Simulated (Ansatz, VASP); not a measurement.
**AlNi in VASP and in Ansatz**

```
Al Ni
1.0
     2.98647    0.00000    0.00000
     0.00000    2.98647    0.00000
     0.00000    0.00000    2.98647
Al Ni
1 1
Direct
  0.00000 0.00000 0.00000
  0.50000 0.50000 0.50000
```

Alike in both runs: task single point; functional PBE; k mesh 14 × 14 × 14; occupations gaussian, width 0.1 eV; no spin polarisation.

|  | VASP | Ansatz |
| --- | --- | --- |
| version | VASP 6.6.1 | Ansatz 0.2.0 |
| potentials or method | VASP PAW PBE potentials, release 64 (Al, Ni), cutoff 520 eV | scalar-relativistic, plane waves, PAW |
| valence electrons in the cell | 13 | 21 |

|  | VASP | Ansatz | Ansatz less VASP |
| --- | --- | --- | --- |
| gap on the k mesh at the Fermi level (eV) | none | none | - |
| pressure (GPa) | -12.3 | -12.3 | -0.06 |

A gap of «none» marks a metal or a gap that the smearing closes. The functional is the same, so the differences come from potentials, cutoffs and numerics. VASP's potentials hold 13 valence electrons a cell and Ansatz's 21, so a difference there can come from the potentials and not from the codes.
